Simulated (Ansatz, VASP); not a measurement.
**One calculation of Bi2TeO4, two programs**

```
Bi Te O
1.0
    -3.43727    3.43727    2.80177
     3.43727   -3.43727    2.80177
     3.43727    3.43727   -2.80177
Bi Te O
2 1 4
Direct
  0.91784 0.41784 0.50000
  0.41784 0.91784 0.50000
  0.68944 0.68944 0.00000
  0.48994 0.48994 0.47897
  0.01098 0.01098 0.52103
  0.48994 0.01098 0.00000
  0.01098 0.48994 0.00000
```

Alike in both runs: task relaxation of cell and atoms; functional PBE; k mesh 3 × 3 × 3; occupations gaussian, width 0.15 eV; no spin polarisation.

```csv
,VASP,Ansatz
version,VASP 6.6.1,Ansatz 0.2.0
potentials or method,"VASP PAW PBE potentials, release 64 (Bi_d, Te, O), cutoff 600 eV","scalar-relativistic, plane waves, PAW"
valence electrons in the cell,60,70
```

VASP gave:

```
relaxed volume (Å³/atom)                                        : 18.27
relaxed length of the cell vector where the two differ most in proportion (Å) : 5.530
```

Problem. What did Ansatz give for the same quantities?

Solution. Relaxed volume (Å³/atom): 21.25; relaxed length of the cell vector where the two differ most in proportion (Å): 5.782.

One of these differences is far larger than is usual between the two programs; its cause wasn't traced. VASP's potentials hold 60 valence electrons a cell and Ansatz's 70, so a difference there can come from the potentials and not from the codes.

The k mesh is coarse, so the values compare programs but aren't converged. Spin-orbit coupling is off throughout.
